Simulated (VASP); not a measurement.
# MnOsS3 (Pm-3m) in VASP: single point with PBE

Aim: the single point of MnOsS3 with PBE.

Everything below comes from runs of VASP 6.6.1. Logs are shortened: lines on timing, memory, paths and dates and some standing lists are left out, and cuts for length are marked.

### 1 The cell of the first run

It takes space group Pm-3m (No. 221, cubic). The conventional cell has a = 4.473 Å, b = 4.473 Å, c = 4.473 Å, α = 90.00°, β = 90.00°, γ = 90.00°. Within 4.2 Å of Mn (site symmetry m-3m) lie 12 S at 3.16 Å and 8 Os at 3.87 Å. Os (site symmetry m-3m) has 6 S at 2.24 Å within 3.0 Å. S (site symmetry 4/mmm) has 2 Os at 2.24 Å within 3.0 Å.

The cell was generated, and may not be a known phase.

### 2 Single point, PBE, collinear spin, ferromagnetic start

Contents of INCAR:

```
ALGO = Normal
EDIFF = 1E-6
ENCUT = 520
GGA = PE
ISIF = 2
ISMEAR = 0
ISPIN = 2
LASPH = T
LCHARG = T
LELF = T
LMAXMIX = 4
LORBIT = 11
LREAL = F
LVHAR = T
LWAVE = F
MAGMOM = -4 -1 0 0 0
NBANDS = 32
NELM = 150
PREC = Accurate
SIGMA = 0.1
```

Contents of KPOINTS:

```
k-points
0
Gamma
  4 4 4
```

Contents of POSCAR:

```
MnOsS3
1.0
    4.4732866500      0.0000000000      0.0000000000
    0.0000000000      4.4732866500      0.0000000000
    0.0000000000      0.0000000000      4.4732866500
Mn Os S
1 1 3
Direct
    0.0000000000      0.0000000000      0.0000000000
    0.5000000000      0.5000000000      0.5000000000
    0.0000000000      0.5000000000      0.5000000000
    0.5000000000      0.5000000000      0.0000000000
    0.5000000000      0.0000000000      0.5000000000
```

Potentials or basis: VASP PAW PBE potentials, release 64 (Mn_pv, Os, S).

The run is started by

```bash
> cat potpaw_PBE.64/Mn_pv/POTCAR potpaw_PBE.64/Os/POTCAR potpaw_PBE.64/S/POTCAR > POTCAR
> mpirun -np 1 vasp_std > vasp.out
```

OUTCAR:

```text
EDIFF = 1E-6
   ENCUT = 520
   GGA = PE
   ISIF = 2
   ISMEAR = 0
   ISPIN = 2
   LASPH = T
   LORBIT = 11
   LREAL = F
   NELM = 150
   PREC = Accurate

 ion  position               nearest neighbor table
   1  0.000  0.000  0.000-
   2  0.500  0.500  0.500-   3 2.24   4 2.24   5 2.24   4 2.24   5 2.24   3 2.24
   3  0.000  0.500  0.500-   2 2.24   2 2.24
   4  0.500  0.500  0.000-   2 2.24   2 2.24
   5  0.500  0.000  0.500-   2 2.24   2 2.24

  LATTYP: Found a simple cubic cell.
 ALAT       =     4.4732866500

  Lattice vectors:

 A1 = (   4.4732866500,   0.0000000000,   0.0000000000)
 A2 = (   0.0000000000,   4.4732866500,   0.0000000000)
 A3 = (   0.0000000000,   0.0000000000,   4.4732866500)

Analysis of symmetry for initial positions (statically):
=====================================================================
 Subroutine PRICEL returns:
 Original cell was already a primitive cell.

 Routine SETGRP: Setting up the symmetry group for a
 simple cubic supercell.

 Subroutine GETGRP returns: Found 48 space group operations
 (whereof 48 operations were pure point group operations)
 out of a pool of 48 trial point group operations.

The static configuration has the point symmetry O_h .

Analysis of symmetry for dynamics (positions and initial velocities):
=====================================================================
 Subroutine PRICEL returns:
 Original cell was already a primitive cell.

 Routine SETGRP: Setting up the symmetry group for a
 simple cubic supercell.

 Subroutine GETGRP returns: Found 48 space group operations
 (whereof 48 operations were pure point group operations)
 out of a pool of 48 trial point group operations.

The dynamic configuration has the point symmetry O_h .

Analysis of structural, dynamic, and magnetic symmetry:
=====================================================================
 Subroutine PRICEL returns:
 Original cell was already a primitive cell.

 Routine SETGRP: Setting up the symmetry group for a
 simple cubic supercell.

 Subroutine GETGRP returns: Found 48 space group operations
 (whereof 48 operations were pure point group operations)
 out of a pool of 48 trial point group operations.

The overall configuration has the point symmetry O_h .

 Subroutine INISYM returns: Found 48 space group operations
 (whereof 48 operations are pure point group operations),
 and found     1 'primitive' translations

----------------------------------------------------------------------------------------

                                     Primitive cell

  volume of cell :      89.5118

  direct lattice vectors                    reciprocal lattice vectors
     4.473286650  0.000000000  0.000000000     0.223549278  0.000000000  0.000000000
     0.000000000  4.473286650  0.000000000     0.000000000  0.223549278  0.000000000
     0.000000000  0.000000000  4.473286650     0.000000000  0.000000000  0.223549278

  length of vectors
     4.473286650  4.473286650  4.473286650     0.223549278  0.223549278  0.223549278

  position of ions in fractional coordinates (direct lattice)
     0.000000000  0.000000000  0.000000000
     0.500000000  0.500000000  0.500000000
     0.000000000  0.500000000  0.500000000
     0.500000000  0.500000000  0.000000000
     0.500000000  0.000000000  0.500000000

  ion indices of the primitive-cell ions
   primitive index   ion index
                 1           1
                 2           2
                 3           3
                 4           4
                 5           5

----------------------------------------------------------------------------------------

 KPOINTS: k-points

Automatic generation of k-mesh.
 Grid dimensions read from file:
 generate k-points for:    4    4    4

 Generating k-lattice:

  Cartesian coordinates                     Fractional coordinates (reciprocal lattice)
     0.055887319  0.000000000  0.000000000     0.250000000  0.000000000  0.000000000
     0.000000000  0.055887319  0.000000000     0.000000000  0.250000000  0.000000000
     0.000000000  0.000000000  0.055887319     0.000000000  0.000000000  0.250000000

  Length of vectors
     0.055887319  0.055887319  0.055887319

  Shift w.r.t. Gamma in fractional coordinates (k-lattice)
     0.000000000  0.000000000  0.000000000

 Subroutine IBZKPT returns following result:
 ===========================================

 Found     10 irreducible k-points:

 Following reciprocal coordinates:
            Coordinates               Weight
  0.000000  0.000000  0.000000      1.000000
  0.250000  0.000000  0.000000      6.000000
  0.500000  0.000000  0.000000      3.000000
  0.250000  0.250000  0.000000     12.000000
  0.500000  0.250000  0.000000     12.000000
  0.500000  0.500000  0.000000      3.000000
  0.250000  0.250000  0.250000      8.000000
  0.500000  0.250000  0.250000     12.000000
  0.500000  0.500000  0.250000      6.000000
  0.500000  0.500000  0.500000      1.000000
   k-points           NKPTS =     10   k-points in BZ     NKDIM =     10   number of bands    NBANDS=     32
   number of dos      NEDOS =    301   number of ions     NIONS =      5
   total plane-waves  NPLWV =  46656
   dimension x,y,z NGX =    36 NGY =   36 NGZ =   36
   dimension x,y,z NGXF=    72 NGYF=   72 NGZF=   72
   ions per type =               1   1   3
   NGX,Y,Z   is equivalent  to a cutoff of  13.38, 13.38, 13.38 a.u.
   NGXF,Y,Z  is equivalent  to a cutoff of  26.76, 26.76, 26.76 a.u.
 SYSTEM =  unknown system
   PREC   = accura    normal or accurate (medium, high low for compatibility)
   ISTART =      0    job   : 0-new  1-cont  2-samecut
   ICHARG =      2    charge: 1-file 2-atom 10-const
   ISPIN  =      2    spin polarized calculation?
   LNONCOLLINEAR =      F non collinear calculations
   LSORBIT =      F    spin-orbit coupling
   LASPH  =      T    aspherical Exc in radial PAW
   ENCUT  =  520.0 eV  38.22 Ry    6.18 a.u.   8.32  8.32  8.32*2*pi/ulx,y,z
   NELM   =    150;   NELMIN=  2; NELMDL= -5     # of ELM steps
   EDIFF  = 0.1E-05   stopping-criterion for ELM
   LREAL  =      F    real-space projection
   EDIFFG = 0.1E-04   stopping-criterion for IOM
   NSW    =      0    number of steps for IOM
   IBRION =     -1    ionic relax: 0-MD 1-quasi-New 2-CG
   NFREE  =      0    steps in history (QN), initial steepest desc. (CG)
   ISIF   =      2    stress and relaxation
   ISYM   =      2    0-nonsym 1-usesym 2-fastsym
   POTIM  = 0.5000    time-step for ionic-motion
   TEBEG  =    0.0;   TEEND  =   0.0 temperature during run
   PSTRESS=    0.0 pullay stress
   NELECT =      39.0000    total number of electrons
   NUPDOWN=      -1.0000    fix difference up-down
   EMIN   =  10.00;   EMAX   =-10.00  energy-range for DOS
   EFERMI =   0.00;   METHOD = LEGACY
   ISMEAR =     0;   SIGMA  =   0.10  broadening in eV -4-tet -1-fermi 0-gaus
   EFERMI_NEDOS =   21; number of points for ismear=-14 and -15
   IALGO  =     38    algorithm
   IMIX   =      4    mixing-type and parameters
     AMIX     =   0.40;   BMIX     =  1.00
     AMIX_MAG =   1.60;   BMIX_MAG =  1.00
  volume/ion in A,a.u.               =      17.90       120.81
  Fermi-wavevector in a.u.,A,eV,Ry     =   1.241089  2.345318 20.957084  1.540302
  Thomas-Fermi vector in A             =   2.375502
   LORBIT       =     11    0 simple, 1 ext, 2 COOP (PROOUT), +10 PAW based schemes
   GGA     = PE    functional components
   LHFCALC =     F    Hartree Fock is set to
   AEXX    =    0.0000 exact exchange contribution
   IVDW    =     0    specifies the selected vdW correction
   LEPSILON=     F    determine dielectric tensor
   LRPA    =     F    only Hartree local field effects (RPA)
 spin polarized calculation
 Gauss-broadening in eV      SIGMA  =   0.10
  energy-cutoff  :      520.00
  volume of cell :       89.51
 maximum number of plane-waves:      2469
 NGX is ok and might be reduce to    36
   NGX = 17   NGY = 17   NGZ = 17

 number of electron      39.0000005 magnetization      -4.8623222

 Free energy of the ion-electron system (eV)
  ---------------------------------------------------
  ext. energy  EPLUGINS =         0.00000000
  ---------------------------------------------------
  free energy    TOTEN  =       -28.96518775 eV

  energy without entropy =      -28.94011289  energy(sigma->0) =      -28.95265032

 E-fermi :   6.3951     XC(G=0): -10.7268

 val. band max:        6.3947828957   @ k =   0.5000   0.2500   0.2500
 cond. band min:       6.3967713600   @ k =   0.5000   0.2500   0.0000
 fundamental gap:      0.0019884643
 Fermi energy:         6.3951486376

 spin component 1

 k-point     1 :       0.0000    0.0000    0.0000
  band No.  band energies     occupation
      1     -39.9107      1.00000
      2     -39.9107      1.00000
      3     -39.9107      1.00000
      4      -8.9750      1.00000
      5      -6.8502      1.00000
      6      -6.8502      1.00000
[... 23 lines left out ...]
     30      15.9555      0.00000
     31      15.9555      0.00000

 k-point     2 :       0.2500    0.0000    0.0000
  band No.  band energies     occupation
      1     -39.9108      1.00000
      2     -39.9107      1.00000
      3     -39.9107      1.00000
      4      -8.6820      1.00000
      5      -6.8233      1.00000
      6      -6.8004      1.00000
[... 23 lines left out ...]
     30      13.8811      0.00000
     31      13.9510      0.00000

 k-point     3 :       0.5000    0.0000    0.0000
  band No.  band energies     occupation
      1     -39.9110      1.00000
      2     -39.9107      1.00000
      3     -39.9107      1.00000
      4      -8.3367      1.00000
      5      -6.7960      1.00000
      6      -6.7592      1.00000
[... 227 lines left out ...]
     30      14.2027      0.00000
     31      14.4302      0.00000

 k-point    10 :       0.5000    0.5000    0.5000
  band No.  band energies     occupation
      1     -39.9110      1.00000
      2     -39.9110      1.00000
      3     -39.9110      1.00000
      4      -6.5077      1.00000
      5      -6.5077      1.00000
      6      -6.5077      1.00000
[... 23 lines left out ...]
     30      15.3538      0.00000
     31      15.3538      0.00000
 Fermi energy:         6.3951486376

 spin component 2

 k-point     1 :       0.0000    0.0000    0.0000
  band No.  band energies     occupation
      1     -44.6112      1.00000
      2     -44.6112      1.00000
      3     -44.6112      1.00000
      4      -8.9936      1.00000
      5      -6.8545      1.00000
      6      -6.8545      1.00000
[... 23 lines left out ...]
     30      14.5357      0.00000
     31      14.5357      0.00000

 k-point     2 :       0.2500    0.0000    0.0000
  band No.  band energies     occupation
      1     -44.6113      1.00000
      2     -44.6112      1.00000
      3     -44.6112      1.00000
      4      -8.6967      1.00000
      5      -6.8259      1.00000
      6      -6.8071      1.00000
[... 23 lines left out ...]
     30      13.0508      0.00000
     31      13.5654      0.00000

 k-point     3 :       0.5000    0.0000    0.0000
  band No.  band energies     occupation
      1     -44.6114      1.00000
      2     -44.6112      1.00000
      3     -44.6112      1.00000
      4      -8.3426      1.00000
      5      -6.7967      1.00000
      6      -6.7763      1.00000
[... 227 lines left out ...]
     30      13.8852      0.00000
     31      14.4204      0.00000

 k-point    10 :       0.5000    0.5000    0.5000
  band No.  band energies     occupation
      1     -44.6114      1.00000
      2     -44.6114      1.00000
      3     -44.6114      1.00000
      4      -6.5124      1.00000
      5      -6.5124      1.00000
      6      -6.5124      1.00000
[... 23 lines left out ...]
     30      14.8305      0.00000
     31      14.8305      0.00000
 [bands above 31 left out]

------------------------ aborting loop because EDIFF is reached ----------------------------------------

  FORCE on cell =-STRESS in cart. coord.  units (eV):
  Direction    XX          YY          ZZ          XY          YZ          ZX
  --------------------------------------------------------------------------------------
  -------------------------------------------------------------------------------------
  Total        8.3741952      8.3741952      8.3741952     -0.0000000     -0.0000000      0.0000000
  in kB      149.8902825    149.8902825    149.8902825     -0.0000000     -0.0000000      0.0000000
  external PRESSURE =     149.8902825 kB  Pullay stress =       0.0000000 kB

 VOLUME and BASIS-vectors are now :
 -----------------------------------------------------------------------------
  energy-cutoff  :      520.00
  volume of cell :       89.51
      direct lattice vectors                 reciprocal lattice vectors
     4.473286650  0.000000000  0.000000000     0.223549278  0.000000000  0.000000000
     0.000000000  4.473286650  0.000000000     0.000000000  0.223549278  0.000000000
     0.000000000  0.000000000  4.473286650     0.000000000  0.000000000  0.223549278

 POSITION                                       TOTAL-FORCE (eV/Angst)
 -----------------------------------------------------------------------------------
      0.00000      0.00000      0.00000         0.000000      0.000000      0.000000
      2.23664      2.23664      2.23664         0.000000      0.000000      0.000000
      0.00000      2.23664      2.23664         0.000000      0.000000      0.000000
      2.23664      2.23664      0.00000         0.000000      0.000000      0.000000
      2.23664      0.00000      2.23664         0.000000      0.000000      0.000000
 -----------------------------------------------------------------------------------
    total drift:                                0.000000      0.000000      0.000000

  FREE ENERGIE OF THE ION-ELECTRON SYSTEM (eV)
  ---------------------------------------------------
  free  energy   TOTEN  =       -28.9651877456 eV

  energy  without entropy=      -28.9401128934  energy(sigma->0) =      -28.95265032

 total charge

# of ion       s       p       d       tot
------------------------------------------
    1        0.206   6.047   4.892  11.145
    2        0.602   0.835   6.304   7.741
    3        1.348   2.398   0.000   3.746
    4        1.348   2.398   0.000   3.746
    5        1.348   2.398   0.000   3.746
--------------------------------------------------
tot          4.853  14.076  11.196  30.125

 magnetization (x)

# of ion       s       p       d       tot
------------------------------------------
    1       -0.092  -0.017  -4.333  -4.442
    2       -0.004  -0.001  -0.029  -0.033
    3       -0.003   0.005   0.000   0.001
    4       -0.003   0.005   0.000   0.001
    5       -0.003   0.005   0.000   0.001
--------------------------------------------------
tot         -0.106  -0.004  -4.362  -4.472
```

Wall time 2 min (1 thread of Intel Xeon 8259CL, shared host); peak memory 0.27 GiB.

Results:

```yaml
Free_energy: -28.9652 eV
Pressure: 15.0 GPa
Net_moment: -4.86 μB per cell
Site_moments: Mn -4.44; Os -0.03; S +0.00 μB
Valence_electrons_inside_the_program's_atomic_spheres: Mn 11.14; Os 7.74; S 3.75
```

Levels at points of the mesh, in eV from the Fermi level:
Spin up:
```tsv
k point	band 15	band 16	band 17	band 18	band 19	band 20
(0.00, 0.00, 0.00)	-1.86	-0.98	-0.98	-0.98	-0.66	-0.66
(0.50, 0.00, 0.00)	-1.37	-1.37	-0.37	0.66	0.66	0.81
(0.50, 0.50, 0.00)	-0.30	-0.19	0.23	0.23	0.36	1.00
(0.50, 0.50, 0.50)	0.02	0.20	0.36	0.36	0.36	0.96
```
Spin down:
```tsv
k point	band 20	band 21	band 22	band 23	band 24	band 25
(0.00, 0.00, 0.00)	-1.84	-1.03	-1.03	-1.03	-1.03	-0.37
(0.50, 0.00, 0.00)	-0.93	-0.93	-0.39	0.61	0.61	1.14
(0.50, 0.50, 0.00)	-0.51	0.13	0.63	0.91	0.91	2.85
(0.50, 0.50, 0.50)	0.03	0.03	0.24	0.24	0.24	6.72
```

Caveat: the cell stands under pressure; spin-orbit coupling is left out, which moves the levels of the heavy elements; a cell with one magnetic atom can't hold antiferromagnetic order, which such compounds often take; semilocal functionals often make such compounds metallic where correlation or magnetic order opens a gap, which also shifts bond lengths. With open d or f shells a metallic result of PBE can be an artefact of self-interaction; +U or a hybrid may open a gap.
